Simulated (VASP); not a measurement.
# H16SO10 in VASP: notebook, part 3 of 4

VASP 6.6.1. The steps go on from the part before.

## (4) Single point, PBE+D3(BJ)

File INCAR:

```
SYSTEM = H16SO10
ALGO = Normal ; EDIFF = 1E-7
ENCUT = 520 ; GGA = PE
ISIF = 2 ; ISMEAR = -1
IVDW = 12 ; LASPH = .TRUE.
LCHARG = .FALSE. ; LREAL = Auto
LWAVE = .FALSE. ; NBANDS = 60
NELM = 80 ; PREC = Accurate
SIGMA = 0.02
```

File KPOINTS:

```
k-points
0
G
  1 1 1
  0 0 0
```

File POSCAR:

```
H16SO10
1.0
    6.7968840000      0.0000000000      0.0000000000
    0.0000000000      6.7968840000      0.0000000000
    0.0000000000      0.0000000000      6.7968840000
O H S
10 16 1
Direct
    0.0318234061      0.2471279486      0.7922895256
    0.1120366333      0.9793899675      0.1624862216
    0.8531262267      0.6354529517      1.0241899082
    0.3844702955      0.8732678092      0.7192854843
    0.5523266250      0.4917400385      0.6045711535
    0.2837770955      0.6194161913      0.1820540118
    0.2908685804      0.2667251641      0.3626661864
   -0.1562627816      0.9167141884      0.5378052649
    0.7535953240      0.2122590293      1.1819386648
    0.4386568904      0.1033267597      1.0135968188
    0.0872458615      0.2818350291      0.9204217697
   -0.0868339080      0.3275618651      0.7873902218
    0.1503041688      1.0906468317      0.2419491049
    0.2176438497      0.9116677583      0.1070637663
    0.8968080079      0.5432047980      1.1134072613
    0.9560998834      0.7300845505      1.0810983386
    0.4205897879      0.8329552189      0.5856507188
    0.4341548274      1.0154653221      0.7378528161
    0.6712781916      0.5444259458      0.6675264724
    0.4612701938      0.4811616617      0.7106638866
    0.2201891337      0.7223751354      0.2669311408
    0.3720234154      0.7075153850      0.1057543427
    0.3114956795      0.4024785475      0.3125549884
    0.3590615935      0.2785394013      0.4810292481
   -0.0894968930      0.9222902730      0.4224877164
   -0.1009286020      1.0103600415      0.6331136444
    0.5770732589      0.0848477037      1.1802172878
```

Potentials or basis: VASP PAW PBE potentials, release 64 (O, H, S).

The run is started by

```
$ cat potpaw_PBE.64/O/POTCAR potpaw_PBE.64/H/POTCAR potpaw_PBE.64/S/POTCAR > POTCAR
$ mpirun -np 1 vasp_gam > vasp.out
```

OUTCAR:

```text
SYSTEM = H16SO10
   EDIFF = 1E-7
   ENCUT = 520
   GGA = PE
   ISIF = 2
   ISMEAR = -1
   IVDW = 12
   LASPH = .TRUE.
   LREAL = Auto
   NELM = 80
   PREC = Accurate
 IVDW          = 12

 ion  position               nearest neighbor table
   1  0.032  0.247  0.792-  12 0.97  11 0.98
   2  0.112  0.979  0.162-  14 0.93  13 0.96
   3  0.853  0.635  0.024-  15 0.92  16 1.03
   4  0.384  0.873  0.719-  17 0.98  18 1.03
   5  0.552  0.492  0.605-  20 0.95  19 0.98
   6  0.284  0.619  0.182-  22 0.99  21 1.00
   7  0.291  0.267  0.363-  24 0.93  23 0.99
   8  0.844  0.917  0.538-  25 0.91  26 0.98
   9  0.754  0.212  0.182-  27 1.48
  10  0.439  0.103  0.014-  27 1.48
  11  0.087  0.282  0.920-   1 0.98
  12  0.913  0.328  0.787-   1 0.97
  13  0.150  0.091  0.242-   2 0.96
  14  0.218  0.912  0.107-   2 0.93
[... 10 lines left out ...]
  25  0.911  0.922  0.422-   8 0.91
  26  0.899  0.010  0.633-   8 0.98
  27  0.577  0.085  0.180-  10 1.48   9 1.48

  LATTYP: Found a simple cubic cell.
 ALAT       =     6.7968840000

  Lattice vectors:

 A1 = (   6.7968840000,   0.0000000000,   0.0000000000)
 A2 = (   0.0000000000,   6.7968840000,   0.0000000000)
 A3 = (   0.0000000000,   0.0000000000,   6.7968840000)

Analysis of symmetry for initial positions (statically):
=====================================================================
 Subroutine PRICEL returns:
 Original cell was already a primitive cell.

 Routine SETGRP: Setting up the symmetry group for a
 simple cubic supercell.

 Subroutine GETGRP returns: Found  1 space group operations
 (whereof  1 operations were pure point group operations)
 out of a pool of 48 trial point group operations.

The static configuration has the point symmetry C_1 .

Analysis of symmetry for dynamics (positions and initial velocities):
[... 157 lines left out ...]
     AMIX_MAG =   1.60;   BMIX_MAG =  1.00
  volume/ion in A,a.u.               =      11.63        78.48
  Fermi-wavevector in a.u.,A,eV,Ry     =   1.046413  1.977433 14.898096  1.094979
  Thomas-Fermi vector in A             =   2.181250
   LORBIT       =      0    0 simple, 1 ext, 2 COOP (PROOUT), +10 PAW based schemes
   GGA     = PE    functional components
   LHFCALC =     F    Hartree Fock is set to
   AEXX    =    0.0000 exact exchange contribution
   IVDW    =    12    specifies the selected vdW correction
   LEPSILON=     F    determine dielectric tensor
   LRPA    =     F    only Hartree local field effects (RPA)
 non-spin polarized calculation
  energy-cutoff  :      520.00
  volume of cell :      314.00
 maximum number of plane-waves:      4193
 NGX is ok and might be reduce to    50
   NGX = 25   NGY = 25   NGZ = 25

 number of electron      81.9999996 magnetization

 Free energy of the ion-electron system (eV)
  ---------------------------------------------------
  ext. energy  EPLUGINS =         0.00000000
  ---------------------------------------------------
  free energy    TOTEN  =      -131.34880483 eV

  energy without entropy =     -131.34880483  energy(sigma->0) =     -131.34880483

 E-fermi :  -2.4949     XC(G=0):  -6.7993

 val. band max:       -3.0757005358   @ k =   0.0000   0.0000   0.0000
 cond. band min:      -0.8150919869   @ k =   0.0000   0.0000   0.0000
 fundamental gap:      2.2606085489
 Fermi energy:        -2.4949383235

 k-point     1 :       0.0000    0.0000    0.0000
  band No.  band energies     occupation
      1     -24.7877      2.00000
      2     -23.0907      2.00000
      3     -22.6215      2.00000
      4     -22.4930      2.00000
      5     -22.1706      2.00000
      6     -22.0920      2.00000
[... 45 lines left out ...]
     52       5.8802      0.00000
     53       6.0568      0.00000
 [bands above 53 left out]

------------------------ aborting loop because EDIFF is reached ----------------------------------------

 Edisp (eV)   -1.04115

 E8    (eV) :    -0.2354

  FORCE on cell =-STRESS in cart. coord.  units (eV):
  Direction    XX          YY          ZZ          XY          YZ          ZX
  --------------------------------------------------------------------------------------
  -------------------------------------------------------------------------------------
  Total       0.73088    -0.56859     5.43658    -3.61041    -2.49312    -3.29077
  in kB       3.72931    -2.90122    27.74003   -18.42205   -12.72107   -16.79110
  external pressure =        9.52 kB  Pullay stress =        0.00 kB

 VOLUME and BASIS-vectors are now :
 -----------------------------------------------------------------------------
  energy-cutoff  :      520.00
  volume of cell :      314.00
      direct lattice vectors                 reciprocal lattice vectors
     6.796884000  0.000000000  0.000000000     0.147126242  0.000000000  0.000000000
     0.000000000  6.796884000  0.000000000     0.000000000  0.147126242  0.000000000
     0.000000000  0.000000000  6.796884000     0.000000000  0.000000000  0.147126242

 POSITION                                       TOTAL-FORCE (eV/Angst)
 -----------------------------------------------------------------------------------
      0.21630      1.67970      5.38510        -0.058033      0.221891     -0.016215
      0.76150      6.65680      1.10440        -3.184618     -0.543357      0.826905
      5.79860      4.31910      0.16442         0.981538      3.285588     -0.469598
      2.61320      5.93550      4.88890         0.478266      1.864082     -0.072910
      3.75410      3.34230      4.10920         0.963198     -0.154205     -0.542284
      1.92880      4.21010      1.23740         0.122334      1.545888      0.357013
[... 19 lines left out ...]
      6.11088      0.07042      4.30320         0.262474     -0.230675     -0.412140
      3.92230      0.57670      1.22492         0.798825      1.164571     -0.606170
 -----------------------------------------------------------------------------------
    total drift:                               -0.003896      0.001687      0.000814

  FREE ENERGIE OF THE ION-ELECTRON SYSTEM (eV)
  ---------------------------------------------------
  free  energy   TOTEN  =      -132.3899559158 eV

  energy  without entropy=     -132.3899559158  energy(sigma->0) =     -132.38995592
```

stdout:

```text
POSCAR found type information on POSCAR O H S
 POSCAR found :  3 types and      27 ions
 scaLAPACK will be used
 LDA part: xc-table for (Slater+PW92), standard interpolation
 POSCAR, INCAR and KPOINTS ok, starting setup
 FFT: planning ... GRIDC
 FFT: planning ... GRID_SOFT
 FFT: planning ... GRID
 WAVECAR not read
 entering main loop
```

It took 50 s on 1 thread of Intel Xeon Platinum 8488C (Sapphire Rapids), shared host; peak memory 0.4 GiB.

What came out:

| Quantity | Value |
| --- | --- |
| Free energy | -132.3900 eV |
| Pressure | 1.0 GPa |
| Largest force | 4.528 eV/Å |
| Band gap on the k mesh | 2.26 eV |
| Dispersion energy per atom | -0.039 eV |

Forces on the atoms (eV/Å):
```
O   -0.058  0.222 -0.016
O   -3.185 -0.543  0.827
O    0.982  3.286 -0.470
O    0.478  1.864 -0.073
O    0.963 -0.154 -0.542
O    0.122  1.546  0.357
O   -0.628  0.366 -1.655
O   -2.454 -0.292  3.794
O   -1.501 -0.798 -0.090
O    1.463  0.228  0.507
H   -0.075 -0.349 -0.191
H    0.098  0.086 -0.009
H    0.751  0.530  0.360
H    1.531  0.166 -1.143
H    0.053 -3.417  1.871
H   -1.455  0.186 -1.585
H    0.238  0.135  0.419
H   -0.736 -2.381 -0.358
H   -0.276  0.146 -0.269
H   -0.724  0.126  0.939
H    0.130 -0.977 -0.187
H    0.087 -1.152  0.032
H   -0.225 -0.038 -0.595
H    1.039 -0.201  2.426
H    2.321  0.483 -3.330
H    0.262 -0.231 -0.412
S    0.799  1.165 -0.606
```

Stress tensor (GPa, compression positive):
```
 0.37 -1.84 -1.68
-1.84 -0.29 -1.27
-1.68 -1.27  2.77
```

Caveat: the k points lie up to 0.92 Å⁻¹ apart.

## (5) Single point, PBE+D3(BJ)

File INCAR:

```
PREC = Accurate
ENCUT = 520
EDIFF = 1E-7
ISMEAR = -1
SIGMA = 0.02
LREAL = Auto
LASPH = True
NELM = 80
ALGO = Normal
ISIF = 2
LWAVE = False
LCHARG = False
GGA = PE
IVDW = 12
NBANDS = 60
```

File KPOINTS:

```
regular mesh
0
Gamma
  1 1 1
```

File POSCAR:

```
H16SO10
1.0
    6.7968840000      0.0000000000      0.0000000000
    0.0000000000      6.7968840000      0.0000000000
    0.0000000000      0.0000000000      6.7968840000
O H S
10 16 1
Direct
    0.0819346042      0.1778903392      0.7787097735
    0.1318692507      0.9867021417      0.2394185336
    0.8603354125      0.7037930911      0.9322948575
    0.3366395542      0.8476531305      0.6985995347
    0.6084552863      0.5303312518      0.6174888375
    0.2110084562      0.4969188822      0.1378572887
    0.2756115891      0.3154975133      0.4699800673
   -0.2224254526      0.8837579102      0.5467652530
    0.7624081859      0.2435380683      1.1842485468
    0.4888416516      0.1156412262      0.9622938982
    0.1528788780      0.2559702358      0.6558887867
    0.1446986590      0.0621314120      0.7444587843
    0.2221900506      1.0697990432      0.3138349867
    0.1446250959      1.0564841183      0.1206140932
    0.9952648890      0.7618049683      0.8885100879
    0.7893028629      0.7624376111      0.8196108687
    0.3290037023      0.6950243670      0.6948036777
    0.4375240184      0.8595262182      0.6025849492
    0.5903440459      0.6349527225      0.5271091871
    0.7011006808      0.5853123284      0.7148569845
    0.1970903137      0.6377922589      0.1013994060
    0.2519242641      0.4229732330      0.0146243485
    0.2841154859      0.3983737254      0.3581494108
    0.3895314382      0.3224860098      0.5498107662
   -0.1595878347      0.9162286718      0.4211782929
   -0.2572060962      1.0031361430      0.6111476965
    0.6049683943      0.1089616948      1.1451571043
```

Potentials or basis: VASP PAW PBE potentials, release 64 (O, H, S).

The run is started by

```
$ cat potpaw_PBE.64/O/POTCAR potpaw_PBE.64/H/POTCAR potpaw_PBE.64/S/POTCAR > POTCAR
$ mpirun -np 1 vasp_gam > vasp.out
```

OUTCAR:

```text
PREC = Accurate
   ENCUT = 520
   EDIFF = 1E-7
   ISMEAR = -1
   LREAL = Auto
   LASPH = True
   NELM = 80
   ISIF = 2
   GGA = PE
   IVDW = 12
 IVDW          = 12

 ion  position               nearest neighbor table
   1  0.082  0.178  0.779-  12 0.92  11 1.10
   2  0.132  0.987  0.239-  14 0.94  13 0.98
   3  0.860  0.704  0.932-  16 0.99  15 1.04
   4  0.337  0.848  0.699-  18 0.95  17 1.04
   5  0.608  0.530  0.617-  19 0.95  20 0.99
   6  0.211  0.497  0.138-  21 0.99  22 1.02
   7  0.276  0.315  0.470-  24 0.95  23 0.95
   8  0.778  0.884  0.547-  26 0.95  25 0.98
   9  0.762  0.244  0.184-  27 1.43
  10  0.489  0.116  0.962-  27 1.47
  11  0.153  0.256  0.656-   1 1.10
  12  0.145  0.062  0.744-   1 0.92
  13  0.222  0.070  0.314-   2 0.98
  14  0.145  0.056  0.121-   2 0.94
[... 10 lines left out ...]
  25  0.840  0.916  0.421-   8 0.98
  26  0.743  0.003  0.611-   8 0.95
  27  0.605  0.109  0.145-   9 1.43  10 1.47

  LATTYP: Found a simple cubic cell.
[... 210 lines left out ...]
 val. band max:       -2.8742030774   @ k =   0.0000   0.0000   0.0000
 cond. band min:      -0.8338187403   @ k =   0.0000   0.0000   0.0000
 fundamental gap:      2.0403843371
 Fermi energy:        -2.3790641765

 k-point     1 :       0.0000    0.0000    0.0000
  band No.  band energies     occupation
      1     -25.0900      2.00000
      2     -22.7943      2.00000
      3     -22.7427      2.00000
      4     -22.6259      2.00000
      5     -22.2242      2.00000
      6     -21.9925      2.00000
[... 45 lines left out ...]
     52       5.9363      0.00000
     53       6.1580      0.00000
 [bands above 53 left out]

------------------------ aborting loop because EDIFF is reached ----------------------------------------

 Edisp (eV)   -1.03570

 E8    (eV) :    -0.2319

  FORCE on cell =-STRESS in cart. coord.  units (eV):
  Direction    XX          YY          ZZ          XY          YZ          ZX
  --------------------------------------------------------------------------------------
  -------------------------------------------------------------------------------------
  Total      -0.27483     2.64569     0.24881    -1.70927    -1.44873     1.85700
  in kB      -1.40230    13.49960     1.26954    -8.72149    -7.39213     9.47530
  external pressure =        4.46 kB  Pullay stress =        0.00 kB

 VOLUME and BASIS-vectors are now :
 -----------------------------------------------------------------------------
  energy-cutoff  :      520.00
  volume of cell :      314.00
      direct lattice vectors                 reciprocal lattice vectors
     6.796884000  0.000000000  0.000000000     0.147126242  0.000000000  0.000000000
     0.000000000  6.796884000  0.000000000     0.000000000  0.147126242  0.000000000
     0.000000000  0.000000000  6.796884000     0.000000000  0.000000000  0.147126242

 POSITION                                       TOTAL-FORCE (eV/Angst)
 -----------------------------------------------------------------------------------
      0.55690      1.20910      5.29280         0.201312      3.898904     -1.535197
      0.89630      6.70650      1.62730         0.262336     -0.894065      1.231430
      5.84760      4.78360      6.33670         1.958259      1.458743     -1.410829
      2.28810      5.76140      4.74830        -1.153386     -3.022541      0.568219
      4.13560      3.60460      4.19700        -0.144376     -1.243462      1.160432
      1.43420      3.37750      0.93700         0.719346      0.067339     -1.585837
[... 19 lines left out ...]
      5.04868      0.02132      4.15390         0.159226      1.312353      0.289458
      4.11190      0.74060      0.98662        -1.007954     -0.699354     -0.756075
 -----------------------------------------------------------------------------------
    total drift:                                0.000568     -0.008043     -0.001594

  FREE ENERGIE OF THE ION-ELECTRON SYSTEM (eV)
  ---------------------------------------------------
  free  energy   TOTEN  =      -132.4890278986 eV

  energy  without entropy=     -132.4890278986  energy(sigma->0) =     -132.48902790
```

OSZICAR:

```text
N       E                     dE             d eps       ncg     rms          rms(c)
DAV:   1     0.655713111261E+03    0.65571E+03   -0.44312E+04   128   0.124E+03
DAV:   2    -0.795873499937E+02   -0.73530E+03   -0.70210E+03   152   0.304E+02
DAV:   3    -0.145932207734E+03   -0.66345E+02   -0.65838E+02   144   0.971E+01
DAV:   4    -0.146969418906E+03   -0.10372E+01   -0.10346E+01   152   0.136E+01
DAV:   5    -0.146984928942E+03   -0.15510E-01   -0.15502E-01   144   0.160E+00    0.414E+01
DAV:   6    -0.131942642265E+03    0.15042E+02   -0.50071E+01   128   0.299E+01    0.222E+01
DAV:   7    -0.131620476464E+03    0.32217E+00   -0.26957E+00   152   0.784E+00    0.957E+00
DAV:   8    -0.131459645616E+03    0.16083E+00   -0.36200E-01   152   0.290E+00    0.198E+00
DAV:   9    -0.131450256414E+03    0.93892E-02   -0.47199E-02   152   0.127E+00    0.425E-01
DAV:  10    -0.131451511636E+03   -0.12552E-02   -0.59729E-03   144   0.435E-01    0.258E-01
DAV:  11    -0.131453046266E+03   -0.15346E-02   -0.38626E-03   128   0.309E-01    0.104E-01
DAV:  12    -0.131453267841E+03   -0.22157E-03   -0.68869E-04   144   0.140E-01    0.610E-02
DAV:  13    -0.131453328335E+03   -0.60494E-04   -0.28065E-04   128   0.845E-02    0.281E-02
DAV:  14    -0.131453330974E+03   -0.26386E-05   -0.28278E-05   160   0.348E-02    0.141E-02
DAV:  15    -0.131453331394E+03   -0.42076E-06   -0.10209E-05   136   0.164E-02    0.840E-03
DAV:  16    -0.131453331340E+03    0.53874E-07   -0.16021E-06   136   0.634E-03    0.401E-03
DAV:  17    -0.131453331387E+03   -0.46191E-07   -0.80307E-07   136   0.497E-03
   1 F= -.13248903E+03 E0= -.13248903E+03  d E =-.182451E-10
```

stdout:

```text
POSCAR found type information on POSCAR O H S
 POSCAR found :  3 types and      27 ions
 scaLAPACK will be used
 LDA part: xc-table for (Slater+PW92), standard interpolation
 POSCAR, INCAR and KPOINTS ok, starting setup
 FFT: planning ... GRIDC
 FFT: planning ... GRID_SOFT
 FFT: planning ... GRID
 WAVECAR not read
 entering main loop
```

It took 50 s on 1 thread of Intel Xeon Platinum 8488C (Sapphire Rapids), shared host; peak memory 0.4 GiB.

Results:

```
Free energy                : -132.4890 eV
Pressure                   : 0.4 GPa
Largest force              : 4.195 eV/Å
Band gap on the k mesh     : 2.04 eV
Dispersion energy per atom : -0.038 eV
```

Forces on the atoms (eV/Å):
```
O    0.201  3.899 -1.535
O    0.262 -0.894  1.231
O    1.958  1.459 -1.411
O   -1.153 -3.023  0.568
O   -0.144 -1.243  1.160
O    0.719  0.067 -1.586
O   -0.934 -1.940  1.097
O   -0.239 -0.905 -0.641
O    0.288  0.567 -0.141
O    0.920  0.399  0.868
H   -2.035 -0.799  2.080
H    1.270 -3.151 -0.242
H   -0.189 -0.066  1.010
H   -0.491  0.711 -2.246
H   -1.906 -1.065  0.967
H   -0.004  0.240  0.506
H   -0.067  2.197  0.305
H    1.003  0.755 -0.880
H    0.300  0.858 -1.016
H   -0.217 -0.868 -0.381
H    0.135 -0.907  0.388
H   -0.701  0.839  1.234
H   -0.147  1.546 -1.712
H    1.677  0.569  0.513
H    0.340  0.142  0.328
H    0.159  1.312  0.289
S   -1.008 -0.699 -0.756
```

Caveat: the k points lie up to 0.92 Å⁻¹ apart.

(Continued in part 4 of 4.)
